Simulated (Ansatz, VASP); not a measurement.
One calculation of Ag, two programs

```
Ag
1.0
     2.93000    0.00000    0.00000
    -1.46500    2.53745    0.00000
     0.00000    0.00000    4.79000
Ag
2
Direct
  0.33333 0.66667 0.25000
  0.66667 0.33333 0.75000
```

Alike in both runs: task relaxation of cell and atoms; functional LDA; k mesh 18 × 18 × 10; occupations fermi-dirac, width 0.1 eV; no spin polarisation.

|  | VASP | Ansatz |
| --- | --- | --- |
| version | VASP 6.6.1 | Ansatz 0.2.0 |
| potentials or method | VASP PAW LDA potentials, release 64 (Ag) | PAW with Ansatz's default frozen-core files, scalar-relativistic |
| plane-wave cutoff (eV) | 600 | 420 |
| valence electrons in the cell | 22 | 38 |

VASP gave:

| Item | Value |
| --- | --- |
| relaxed volume (Å³/atom) | 16.07 |
| relaxed length of the cell vector where the two differ most in proportion (Å) | 2.829 |

**Question.** What did Ansatz give for the same quantities?

**Answer.** Relaxed volume (Å³/atom): 16.04; relaxed length of the cell vector where the two differ most in proportion (Å): 2.828.

LDA's correlation is that of Perdew and Zunger in VASP and of Perdew and Wang (1992) in Ansatz. VASP's potentials hold 22 valence electrons a cell and Ansatz's 38, so a difference there can come from the potentials and not from the codes.
